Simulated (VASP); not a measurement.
# CClH3 in VASP: a series of runs

CClH3 is run at these levels: PBE; tasks: single point.

Program: VASP 6.6.1. These are calculated values, not measurements. Logs are shortened: lines on timing, memory, paths and dates and some standing lists are left out, and cuts for length are marked.

### Step 1. The cell of the first run

The cell holds a molecule in a box, 5 atoms: a = 12.000 Å, b = 11.000 Å, c = 11.000 Å, α = 90.00°, β = 90.00°, γ = 90.00°.

### Step 2. Single point, PBE (last atom moved by 0.05 Å along z)

Input file INCAR:

```
SYSTEM = H3CCl
ALGO = Normal
EDIFF = 1E-6
EFERMI = MIDGAP
ENCUT = 520
GGA = PE
GGA_COMPAT = .FALSE.
ISIF = 0
ISMEAR = 0
LASPH = .TRUE.
LCHARG = .FALSE.
LREAL = Auto
LWAVE = .FALSE.
NELM = 120
NELMDL = -8
PREC = Accurate
ROPT = -0.00025 -0.00025 -0.00025
SIGMA = 0.03
```

Input file KPOINTS:

```
k-points
0
Gamma
  1 1 1
```

Input file POSCAR:

```
H3CCl
1.0
   12.0000000000      0.0000000000      0.0000000000
    0.0000000000     11.0000000000      0.0000000000
    0.0000000000      0.0000000000     11.0000000000
C Cl H
1 1 3
Direct
    0.4664500000      0.4889863600      0.5020909100
    0.5989750000      0.4616409100      0.4362909100
    0.4527916700      0.4230409100      0.5742181800
    0.4031916700      0.4792500000      0.4319636400
    0.4653750000      0.5807772700      0.5433454500
```

Potentials or basis: VASP PAW PBE potentials, release 64 (C, Cl, H).

On the command line:

```sh
$ cat potpaw_PBE.64/C/POTCAR potpaw_PBE.64/Cl/POTCAR potpaw_PBE.64/H/POTCAR > POTCAR
$ mpirun -np 1 vasp_gam > vasp.out
```

OUTCAR:

```text
SYSTEM = H3CCl
   EDIFF = 1E-6
   EFERMI = MIDGAP
   ENCUT = 520
   GGA = PE
   ISIF = 0
   ISMEAR = 0
   LASPH = .TRUE.
   LREAL = Auto
   NELM = 120
   NELMDL = -8
   PREC = Accurate

 Found      1 irreducible k-points:

 Following reciprocal coordinates:
            Coordinates               Weight
  0.000000  0.000000  0.000000      1.000000
   k-points           NKPTS =      1   k-points in BZ     NKDIM =      1   number of bands    NBANDS=     11
   number of dos      NEDOS =    301   number of ions     NIONS =      5
   total plane-waves  NPLWV = 635040
   dimension x,y,z NGX =    90 NGY =   84 NGZ =   84
   dimension x,y,z NGXF=   180 NGYF=  168 NGZF=  168
   ions per type =               1   1   3
   NGX,Y,Z   is equivalent  to a cutoff of  12.47, 12.70, 12.70 a.u.
   NGXF,Y,Z  is equivalent  to a cutoff of  24.94, 25.39, 25.39 a.u.
 SYSTEM =  H3CCl
   PREC   = accura    normal or accurate (medium, high low for compatibility)
   ISTART =      0    job   : 0-new  1-cont  2-samecut
   ICHARG =      2    charge: 1-file 2-atom 10-const
   ISPIN  =      1    spin polarized calculation?
   LNONCOLLINEAR =      F non collinear calculations
   LSORBIT =      F    spin-orbit coupling
   LASPH  =      T    aspherical Exc in radial PAW
   ENCUT  =  520.0 eV  38.22 Ry    6.18 a.u.  22.31 20.45 20.45*2*pi/ulx,y,z
   NELM   =    120;   NELMIN=  2; NELMDL= -8     # of ELM steps
   EDIFF  = 0.1E-05   stopping-criterion for ELM
   LREAL  =      T    real-space projection
   EDIFFG = 0.1E-04   stopping-criterion for IOM
   NSW    =      0    number of steps for IOM
   IBRION =     -1    ionic relax: 0-MD 1-quasi-New 2-CG
   NFREE  =      0    steps in history (QN), initial steepest desc. (CG)
   ISIF   =      0    stress and relaxation
   ISYM   =      2    0-nonsym 1-usesym 2-fastsym
   POTIM  = 0.5000    time-step for ionic-motion
   TEBEG  =    0.0;   TEEND  =   0.0 temperature during run

   SCALEE = 1.0000    scale energy and forces
   PSTRESS=    0.0 pullay stress
   NELECT =      14.0000    total number of electrons
   NUPDOWN=      -1.0000    fix difference up-down
   EMIN   =  10.00;   EMAX   =-10.00  energy-range for DOS
   EFERMI =   0.00;   METHOD = MIDGAP
   ISMEAR =     0;   SIGMA  =   0.03  broadening in eV -4-tet -1-fermi 0-gaus
   EFERMI_NEDOS =   21; number of points for ismear=-14 and -15
   IALGO  =     38    algorithm
   IMIX   =      4    mixing-type and parameters
     AMIX     =   0.40;   BMIX     =  1.00
     AMIX_MAG =   1.60;   BMIX_MAG =  1.00
  volume/ion in A,a.u.               =     290.40      1959.72
  Fermi-wavevector in a.u.,A,eV,Ry     =   0.348441  0.658457  1.651894  0.121411
  Thomas-Fermi vector in A             =   1.258688
   LORBIT       =      0    0 simple, 1 ext, 2 COOP (PROOUT), +10 PAW based schemes
   GGA     = PE    functional components
   LHFCALC =     F    Hartree Fock is set to
   AEXX    =    0.0000 exact exchange contribution
   IVDW    =     0    specifies the selected vdW correction
   LEPSILON=     F    determine dielectric tensor
   LRPA    =     F    only Hartree local field effects (RPA)

   CSHIFT  =0.1000    complex shift for real part using Kramers Kronig

   OMEGAMAX=  -1.0    maximum frequency
 non-spin polarized calculation
 Gauss-broadening in eV      SIGMA  =   0.03
  energy-cutoff  :      520.00
  volume of cell :     1452.00
 maximum number of plane-waves:     19579
 NGX is ok and might be reduce to    90
   NGX = 45   NGY = 41   NGZ = 41

 number of electron      14.0000003 magnetization

 Free energy of the ion-electron system (eV)
  ---------------------------------------------------
  ext. energy  EPLUGINS =         0.00000000
  ---------------------------------------------------
  free energy    TOTEN  =       -22.41858178 eV

  energy without entropy =      -22.41858178  energy(sigma->0) =      -22.41858178

 E-fermi :  -3.7360     XC(G=0):  -0.6857

 val. band max:       -6.8538137007   @ k =   0.0000   0.0000   0.0000
 cond. band min:      -0.6182611985   @ k =   0.0000   0.0000   0.0000
 fundamental gap:      6.2355525022
 Fermi energy:        -3.7360374496

 k-point     1 :       0.0000    0.0000    0.0000
  band No.  band energies     occupation
      1     -21.1622      2.00000
      2     -16.5153      2.00000
      3     -10.8460      2.00000
      4     -10.6613      2.00000
      5     -10.1301      2.00000
      6      -6.8838      2.00000
      7      -6.8538      2.00000
      8      -0.6183      0.00000
      9      -0.2532      0.00000
     10       0.6901      0.00000
     11       0.7648      0.00000

------------------------ aborting loop because EDIFF is reached ----------------------------------------

 VOLUME and BASIS-vectors are now :
 -----------------------------------------------------------------------------
  energy-cutoff  :      520.00
  volume of cell :     1452.00
      direct lattice vectors                 reciprocal lattice vectors
    12.000000000  0.000000000  0.000000000     0.083333333  0.000000000  0.000000000
     0.000000000 11.000000000  0.000000000     0.000000000  0.090909091  0.000000000
     0.000000000  0.000000000 11.000000000     0.000000000  0.000000000  0.090909091

 POSITION                                       TOTAL-FORCE (eV/Angst)
 -----------------------------------------------------------------------------------
      5.59740      5.37885      5.52300         0.022489      0.450924      0.403304
      7.18770      5.07805      4.79920         0.199870     -0.006180     -0.082802
      5.43350      4.65345      6.31640        -0.043591     -0.248155      0.121373
      4.83830      5.27175      4.75160        -0.167943      0.076242     -0.119528
      5.58450      6.38855      5.97680        -0.010825     -0.272831     -0.322346
 -----------------------------------------------------------------------------------
    total drift:                               -0.003193      0.004892      0.003400

  FREE ENERGIE OF THE ION-ELECTRON SYSTEM (eV)
  ---------------------------------------------------
  free  energy   TOTEN  =       -22.4185817810 eV

  energy  without entropy=      -22.4185817810  energy(sigma->0) =      -22.41858178
```

Wall time 54 s (1 thread of Intel Xeon 6975P-C (Granite Rapids), shared host); peak memory 1.1 GiB.

What came out:

* Free energy: -22.4186 eV
* Largest force: 0.605 eV/Å
* Gap between the frontier levels: 6.24 eV

Forces in eV/Å, atoms in the order of the input:
```
C    0.022  0.451  0.403
Cl   0.200 -0.006 -0.083
H   -0.044 -0.248  0.121
H   -0.168  0.076 -0.120
H   -0.011 -0.273 -0.322
```

Levels at points of the mesh, in eV from the valence-band top:
```tsv
k point	band 4	band 5	band 6	band 7	band 8	band 9	band 10	band 11
(0.00, 0.00, 0.00)	-3.81	-3.28	-0.03	0.00	6.24	6.60	7.54	7.62
```

Caveat: the cell differs from its parent crystal (last atom moved by 0.05 Å along z).

### Step 3. Single point, PBE (last atom moved by 0.05 Å along z)

Input file INCAR:

```
SYSTEM = H3CCl
ALGO = Normal
EDIFF = 1E-8
EFERMI = MIDGAP
ENCUT = 720
GGA = PE
GGA_COMPAT = .FALSE.
ISIF = 0
ISMEAR = 0
LASPH = .TRUE.
LCHARG = .FALSE.
LREAL = .FALSE.
LWAVE = .FALSE.
NELM = 120
NELMDL = -8
PREC = Accurate
SIGMA = 0.03
```

KPOINTS is that of step 2.

POSCAR is that of step 2.

Potentials or basis: VASP PAW PBE potentials, release 64 (C, Cl, H).

On the command line:

```sh
$ cat potpaw_PBE.64/C/POTCAR potpaw_PBE.64/Cl/POTCAR potpaw_PBE.64/H/POTCAR > POTCAR
$ mpirun -np 1 vasp_gam > vasp.out
```

It took 1.9 min on 1 thread of Intel Xeon 6975P-C (Granite Rapids), shared host; peak memory 1.6 GiB.

Results (log left out):

* Free energy: -22.4282 eV
* Largest force: 0.604 eV/Å
* Gap between the frontier levels: 6.24 eV

Forces in eV/Å, atoms in the order of the input:
```
C    0.019  0.448  0.404
Cl   0.194 -0.004 -0.080
H   -0.042 -0.241  0.114
H   -0.161  0.078 -0.112
H   -0.011 -0.282 -0.327
```

Levels at points of the mesh, in eV from the valence-band top:
```tsv
k point	band 5	band 6	band 7	band 8	band 9	band 10
(0.00, 0.00, 0.00)	-3.28	-0.03	0.00	6.24	6.60	7.55
```

Caveat: the cell differs from its parent crystal (last atom moved by 0.05 Å along z).
